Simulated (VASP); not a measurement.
# Ta (P6/mmm) in VASP: notebook

Ta is run at these levels: PBE; tasks: relaxation of cell and atoms.

Everything below comes from runs of VASP 6.6.1. Logs are shortened: lines on timing, memory, paths and dates and some standing lists are left out, and cuts for length are marked.

### Step 1. The cell of the first run

It takes space group P6/mmm (No. 191, hexagonal). Conventional cell: a = 2.877 Å, b = 2.877 Å, c = 2.705 Å, α = 90.00°, β = 90.00°, γ = 120.00°. Ta (site symmetry 6/mmm) has 8 Ta at 2.70 to 2.88 Å within 3.6 Å.

This isn't the form of Ta at room conditions, which is bcc.

### Step 2. Relaxation of cell and atoms, PBE, target pressure 2 GPa, at which the enthalpy is minimised

Input file INCAR:

```
SYSTEM = Ta
ALGO = Normal
EDIFF = 1E-6
EDIFFG = -0.005
ENCUT = 600
GGA = PE
IBRION = 2
ISIF = 3
ISMEAR = -1
LASPH = .True.
LCHARG = .False.
LREAL = .False.
LWAVE = .False.
NELM = 60
NSW = 60
PREC = Accurate
PSTRESS = 20.0
SIGMA = 0.05
```

Input file KPOINTS:

```
k-points
0
Gamma
  15 15 14
  0 0 0
```

Input file POSCAR:

```
Ta
1.0
    2.8771326210      0.0000000000      0.0000000000
   -1.4385663105      2.4916699398      0.0000000000
    0.0000000000      0.0000000000      2.7045046637
Ta
1
Direct
    0.0000000000      0.0000000000      0.0000000000
```

Potentials or basis: VASP PAW PBE potentials, release 64 (Ta_pv).

The run is started by

```
$ cat potpaw_PBE.64/Ta_pv/POTCAR > POTCAR
$ mpirun -np 1 vasp_std > vasp.out
```

OUTCAR:

```text
SYSTEM = Ta
   EDIFF = 1E-6
   EDIFFG = -0.005
   ENCUT = 600
   GGA = PE
   IBRION = 2
   ISIF = 3
   ISMEAR = -1
   LASPH = .True.
   LREAL = .False.
   NELM = 60
   NSW = 60
   PREC = Accurate
   PSTRESS = 20.0

 ion  position               nearest neighbor table
   1  0.000  0.000  0.000-

  LATTYP: Found a hexagonal cell.
 ALAT       =     2.8771326210
 C/A-ratio  =     0.9400000000

  Lattice vectors:

 A1 = (   2.8771326210,   0.0000000000,   0.0000000000)
 A2 = (  -1.4385663105,   2.4916699398,   0.0000000000)
 A3 = (   0.0000000000,   0.0000000000,   2.7045046637)

Analysis of symmetry for initial positions (statically):
=====================================================================
 Subroutine PRICEL returns:
 Original cell was already a primitive cell.

 Routine SETGRP: Setting up the symmetry group for a
 hexagonal supercell.

 Subroutine GETGRP returns: Found 24 space group operations
 (whereof 24 operations were pure point group operations)
 out of a pool of 24 trial point group operations.

The static configuration has the point symmetry D_6h.

Analysis of symmetry for dynamics (positions and initial velocities):
=====================================================================
 Subroutine PRICEL returns:
 Original cell was already a primitive cell.

 Routine SETGRP: Setting up the symmetry group for a
 hexagonal supercell.

 Subroutine GETGRP returns: Found 24 space group operations
 (whereof 24 operations were pure point group operations)
 out of a pool of 24 trial point group operations.

The dynamic configuration has the point symmetry D_6h.

 Subroutine INISYM returns: Found 24 space group operations
 (whereof 24 operations are pure point group operations),
 and found     1 'primitive' translations

----------------------------------------------------------------------------------------

                                     Primitive cell

  volume of cell :      19.3882

  direct lattice vectors                    reciprocal lattice vectors
     2.877132621  0.000000000  0.000000000     0.347568267  0.200668633  0.000000000
    -1.438566310  2.491669940  0.000000000     0.000000000  0.401337265  0.000000000
     0.000000000  0.000000000  2.704504664     0.000000000  0.000000000  0.369753476

  length of vectors
     2.877132621  2.877132621  2.704504664     0.401337265  0.401337265  0.369753476

  position of ions in fractional coordinates (direct lattice)
[... 97 lines left out ...]
     AMIX_MAG =   1.60;   BMIX_MAG =  1.00
  volume/ion in A,a.u.               =      19.39       130.84
  Fermi-wavevector in a.u.,A,eV,Ry     =   1.355272  2.561092 24.990653  1.836761
  Thomas-Fermi vector in A             =   2.482373
   LORBIT       =      0    0 simple, 1 ext, 2 COOP (PROOUT), +10 PAW based schemes
   GGA     = PE    functional components
   LHFCALC =     F    Hartree Fock is set to
   AEXX    =    0.0000 exact exchange contribution
   IVDW    =     0    specifies the selected vdW correction
   LEPSILON=     F    determine dielectric tensor
   LRPA    =     F    only Hartree local field effects (RPA)
 conjugate gradient relaxation of ions
 non-spin polarized calculation
  energy-cutoff  :      600.00
  volume of cell :       19.39
 maximum number of plane-waves:       664
 NGX is ok and might be reduce to    24

--------------------------------------- Ionic step        1  -------------------------------------------

 number of electron      10.9999998 magnetization

 Free energy of the ion-electron system (eV)
  ---------------------------------------------------
  ext. energy  EPLUGINS =         0.00000000
  ---------------------------------------------------
  free energy    TOTEN  =       -11.11961593 eV

  energy without entropy =      -11.11047723  energy(sigma->0) =      -11.11504658

------------------------ aborting loop because EDIFF is reached ----------------------------------------

  FORCE on cell =-STRESS in cart. coord.  units (eV):
  Direction    XX          YY          ZZ          XY          YZ          ZX
  --------------------------------------------------------------------------------------
  -------------------------------------------------------------------------------------
  Total        0.1653875      0.1653875      0.7677466      0.0000000     -0.0000000      0.0000000
  in kB       13.6670646     13.6670646     63.4439685      0.0000000     -0.0000000      0.0000000
  external PRESSURE =      10.2593659 kB  Pullay stress =      20.0000000 kB
[... 94 lines left out ...]
  energy  without entropy=      -11.1155739267  energy(sigma->0) =      -11.12000900

  enthalpy is  TOTEN    =       -10.8805483333 eV   P V=        0.2438957411

[... ionic steps 4 to 9 ...]

--------------------------------------- Ionic step       10  -------------------------------------------

 number of electron      10.9999998 magnetization

------------------------ aborting loop because EDIFF is reached ----------------------------------------
[... 69 lines left out ...]
--------------------------------------- Ionic step       12  -------------------------------------------

 number of electron      10.9999998 magnetization

 Free energy of the ion-electron system (eV)
  ---------------------------------------------------
  ext. energy  EPLUGINS =         0.00000000
  ---------------------------------------------------
  free energy    TOTEN  =       -11.12421282 eV

  energy without entropy =      -11.11537258  energy(sigma->0) =      -11.11979270

 E-fermi :   5.3019     XC(G=0): -12.1465

 val. band max:        5.2771758451   @ k =   0.1333   0.0667   0.2857
 cond. band min:       5.3050770425   @ k =   0.2000   0.0667   0.2857
 fundamental gap:      0.0279011974
 Fermi energy:         5.3018704950

 k-point     1 :       0.0000    0.0000    0.0000
  band No.  band energies     occupation
      1     -28.4805      2.00000
      2     -28.4241      2.00000
      3     -28.4241      2.00000
      4      -2.6553      2.00000
      5       2.2321      2.00000
      6       5.7522      0.00024
      7       5.7522      0.00024
      8      11.2977      0.00000
      9      11.2977      0.00000
[... 265 lines left out ...]
 k-point    24 :       0.4000    0.2000    0.0000
  band No.  band energies     occupation
      1     -29.4160      2.00000
      2     -28.9406      2.00000
      3     -28.3425      2.00000
      4       2.0596      2.00000
      5       3.2667      2.00000
      6       4.8008      1.99991
      7       7.8476      0.00000
      8       9.4458      0.00000
      9      12.7609      0.00000

 [... further k-points ...]
[... 5 lines left out ...]
  --------------------------------------------------------------------------------------
  -------------------------------------------------------------------------------------
  Total        0.2428538      0.2428538      0.2430737      0.0000000      0.0000000      0.0000000
  in kB       19.9345684     19.9345684     19.9526213      0.0000000      0.0000000      0.0000000
  external PRESSURE =      -0.0594140 kB  Pullay stress =      20.0000000 kB
[... 20 lines left out ...]
  energy  without entropy=      -11.1153725793  energy(sigma->0) =      -11.11979270

  enthalpy is  TOTEN    =       -10.8805619136 eV   P V=        0.2436509039

 reached required accuracy - stopping structural energy minimisation
```

CONTCAR:

```text
Ta
   1.00000000000000
     2.8712444243705897   -0.0000000000000000    0.0000000000000000
    -1.4356222121852948    2.4865706119355129   -0.0000000000000000
    -0.0000000000000000   -0.0000000000000000    2.7338686967139076
  Ta
     1
Direct
     0.0000000000000000    0.0000000000000000    0.0000000000000000

  0.00000000E+00  0.00000000E+00  0.00000000E+00
```

Run time: 98 s. Hardware: 1 thread of AMD EPYC 9R45 (Zen 5), shared host; peak memory 0.16 GiB.

Results:

* Free energy: -11.1242 eV
* Relaxed volume: 19.52 Å³/atom
* Relaxed cell: a = 2.871 Å, b = 2.871 Å, c = 2.734 Å, α = 90.00°, β = 90.00°, γ = 120.00°
* Space group after relaxing (to 0.1 Å): P6/mmm (No. 191)
* Energy change on relaxing (the run minimises the enthalpy): -4.6 meV/atom
* Ionic steps: 12
* Pressure after relaxing: 2.0 GPa
* Band gap on the k mesh: zero (an odd number of electrons rules out a gap without spin polarisation)

Step by step:
| step | energy change (eV) | largest force (eV/Å) | pressure (GPa) | volume (Å³) |
| --- | --- | --- | --- | --- |
| 1 | 0.0000 | 0.0000 | 3.03 | 19.39 |
| 2 | -0.0022 | 0.0000 | 0.39 | 19.73 |
| 3 | -0.0048 | 0.0000 | 1.81 | 19.54 |
| 4 | -0.0048 | 0.0000 | 1.84 | 19.54 |
| 5 | -0.0041 | 0.0000 | 2.31 | 19.48 |
| 6 | -0.0046 | 0.0000 | 2.06 | 19.52 |
| 7 | -0.0046 | 0.0000 | 2.00 | 19.52 |
| 8 | -0.0046 | 0.0000 | 1.97 | 19.52 |
| 9 | -0.0046 | 0.0000 | 1.98 | 19.52 |
| 10 | -0.0046 | 0.0000 | 2.00 | 19.52 |
| 11 | -0.0046 | 0.0000 | 1.99 | 19.52 |
| 12 | -0.0046 | 0.0000 | 1.99 | 19.52 |

Final structure:
```
Ta
1.0
     2.87124    0.00000    0.00000
    -1.43562    2.48657    0.00000
     0.00000    0.00000    2.73387
Ta
1
Direct
  0.00000 0.00000 0.00000
```

Caveat: the cell is relaxed towards a set pressure, so the run minimises the enthalpy, not the energy; spin-orbit coupling is left out, which moves the levels of the heavy elements.

### Step 3. Relaxation of cell and atoms, PBE, target pressure 2 GPa, at which the enthalpy is minimised

This run uses another cell than the first one, of 19.50 Å³/atom.

Input file INCAR:

```
SYSTEM = Ta
ALGO     = Normal         ! electronic algorithm
EDIFF    = 1E-7           ! SCF threshold, eV
EDIFFG   = -0.005         ! ionic threshold
ENCUT    = 600            ! plane-wave cutoff, eV
GGA      = PE             ! functional
IBRION   = 2              ! ionic algorithm
ISIF     = 3              ! what is computed and relaxed
ISMEAR   = -1             ! smearing method
LASPH    = .TRUE.         ! aspherical terms in the spheres
LCHARG   = .FALSE.        ! write CHGCAR
LREAL    = .FALSE.        ! projectors in reciprocal space
LWAVE    = .FALSE.        ! write WAVECAR
NELM     = 100            ! most SCF steps
NSW      = 32             ! ionic steps
PREC     = Accurate       ! precision mode
PSTRESS  = 20.0         
SIGMA    = 0.05           ! smearing width, eV
```

Input file KPOINTS:

```
k-points
0
G
  15 15 14
  0 0 0
```

Input file POSCAR:

```
Ta
1.0
    2.8706855714      0.0000000000      0.0000000000
   -1.4353427857      2.4860866311      0.0000000000
    0.0000000000      0.0000000000      2.7327164487
Ta
1
Direct
    0.0000000000      0.0000000000      0.0000000000
```

Potentials or basis: VASP PAW PBE potentials, release 64 (Ta_pv).

The run is started by

```
$ cat potpaw_PBE.64/Ta_pv/POTCAR > POTCAR
$ mpirun -np 1 vasp_std > vasp.out
```

Run time: 41 s. Hardware: 1 thread of AMD EPYC 9R45 (Zen 5), shared host; peak memory 0.16 GiB.

It converged, with:

| Quantity | Value |
| --- | --- |
| Free energy | -11.1242 eV |
| Relaxed volume | 19.52 Å³/atom |
| Relaxed cell | a = 2.871 Å, b = 2.871 Å, c = 2.734 Å, α = 90.00°, β = 90.00°, γ = 120.00° |
| Space group after relaxing (to 0.1 Å) | P6/mmm (No. 191) |
| Energy change on relaxing (the run minimises the enthalpy) | -0.2 meV/atom |
| Ionic steps | 3 |
| Pressure after relaxing | 2.0 GPa |
| Band gap on the k mesh | zero (an odd number of electrons rules out a gap without spin polarisation) |

The path:
| step | energy change (eV) | largest force (eV/Å) | pressure (GPa) | volume (Å³) |
| --- | --- | --- | --- | --- |
| 1 | 0.0000 | 0.0000 | 2.14 | 19.50 |
| 2 | -0.0006 | 0.0000 | 1.73 | 19.55 |
| 3 | -0.0002 | 0.0000 | 2.00 | 19.52 |

Final structure:
```
CELL_PARAMETERS angstrom
2.87134 0.00000 0.00000
-1.43567 2.48666 0.00000
0.00000 0.00000 2.73362
ATOMIC_POSITIONS crystal
Ta 0.00000 0.00000 0.00000
```

Levels at points of the mesh, in eV from the Fermi level:
```
           k point  band 1  band 2  band 3  band 4  band 5  band 6  band 7  band 8  band 9
(0.00, 0.00, 0.00)  -33.78  -33.73  -33.73   -7.96   -3.07    0.45    0.45    6.00    6.00
(0.00, 0.00, 0.50)  -34.99  -33.62  -33.62   -4.52   -0.60    1.29    1.29    2.52    2.52
```

Caveat: the cell is relaxed towards a set pressure, so the run minimises the enthalpy, not the energy; spin-orbit coupling is left out, which moves the levels of the heavy elements.

### Step 4. Relaxation of cell and atoms, PBE, target pressure 2 GPa, at which the enthalpy is minimised

This run uses another cell than the first one: it holds 3 atoms, not 1.

Input file INCAR:

```
SYSTEM = Ta
PREC = Accurate
ENCUT = 600
EDIFF = 1E-6
ISMEAR = -1
SIGMA = 0.05
LREAL = .FALSE.
LASPH = .TRUE.
NELM = 80
ALGO = Normal
ISIF = 3
LWAVE = .FALSE.
LCHARG = .FALSE.
GGA = PE
IBRION = 2
NSW = 32
EDIFFG = -0.005
PSTRESS = 20.0
```

Input file KPOINTS:

```
regular mesh
0
G
  8 8 11
  0 0 0
```

Input file POSCAR:

```
Ta
1.0
    4.8438784309      0.0000000000      0.0000000000
   -2.4219392154      4.1949217740      0.0000000000
    0.0000000000      0.0000000000      2.7206767824
Ta
3
Direct
    0.0000000000      0.0000000000      0.0000000000
    0.3333333333      0.6666666667      0.5000000000
    0.6666666667      0.3333333333      0.5000000000
```

The run is started by

```
$ cat potpaw_PBE.64/Ta_pv/POTCAR > POTCAR
$ mpirun -np 1 vasp_std > vasp.out
```

Run time: 2 min. Hardware: 1 thread of AMD EPYC 9R45 (Zen 5), shared host; peak memory 0.21 GiB.

It converged, with:

```
Free energy                                                : -34.7624 eV
Relaxed volume                                             : 18.44 Å³/atom
Relaxed cell                                               : a = 4.845 Å, b = 4.845 Å, c = 2.722 Å, α = 90.00°, β = 90.00°, γ = 120.00°
Space group after relaxing (to 0.1 Å)                      : P6/mmm (No. 191)
Energy change on relaxing (the run minimises the enthalpy) : -0.2 meV/atom
Ionic steps                                                : 4
Pressure after relaxing                                    : 2.0 GPa
Band gap on the k mesh                                     : zero (an odd number of electrons rules out a gap without spin polarisation)
```

Step by step:
```csv
step,energy change (eV),largest force (eV/Å),pressure (GPa),volume (Å³)
1,0.0000,0.0000,2.15,55.28
2,-0.0017,0.0000,1.75,55.43
3,-0.0005,0.0000,2.03,55.32
4,-0.0006,0.0000,1.99,55.33
```

Final structure:
```
Ta
1.0
     4.84505    0.00000    0.00000
    -2.42253    4.19594    0.00000
     0.00000    0.00000    2.72174
Ta
3
Direct
  0.00000 0.00000 0.00000
  0.33333 0.66667 0.50000
  0.66667 0.33333 0.50000
```

Levels at points of the mesh, in eV from the Fermi level:
```
           k point  band 14  band 15  band 16  band 17  band 18  band 19  band 20
(0.00, 0.00, 0.00)    -1.43    -1.42    -1.42    -0.67     1.02     1.02     3.29
(0.50, 0.00, 0.00)    -1.72    -1.54    -0.93    -0.65     0.80     2.14     3.51
```

Caveat: the cell is relaxed towards a set pressure, so the run minimises the enthalpy, not the energy; spin-orbit coupling is left out, which moves the levels of the heavy elements.

### Step 5. Overview

```tsv
cell	k mesh	gap on the mesh (eV)	pressure (GPa)
relaxed to 2 GPa from a = 2.877, b = 2.877, c = 2.705 Å, angles 90.0, 90.0, 120.0°, 1 atom, atomic positions A	15 × 15 × 14	none	2.0
relaxed to 2 GPa from a = 2.871, b = 2.871, c = 2.733 Å, angles 90.0, 90.0, 120.0°, 1 atom, atomic positions A	15 × 15 × 14	none	2.0
relaxed to 2 GPa from a = 4.844, b = 4.844, c = 2.721 Å, angles 90.0, 90.0, 120.0°, 3 atoms, atomic positions B	8 × 8 × 11	none	2.0
```

Alike in all rows: task relaxation of cell and atoms; level PBE; potentials or basis VASP PAW PBE potentials, release 64 (Ta_pv); no spin polarisation; cutoff (eV) 600; smearing fermi-dirac 0.05 eV.

Caveats: the cell is relaxed towards a set pressure, so the run minimises the enthalpy, not the energy; spin-orbit coupling is left out, which moves the levels of the heavy elements.

Absolute energies hang on the potentials; compare differences alone.

The gap in the log of VASP goes by the Fermi energy; the results here count the filled bands.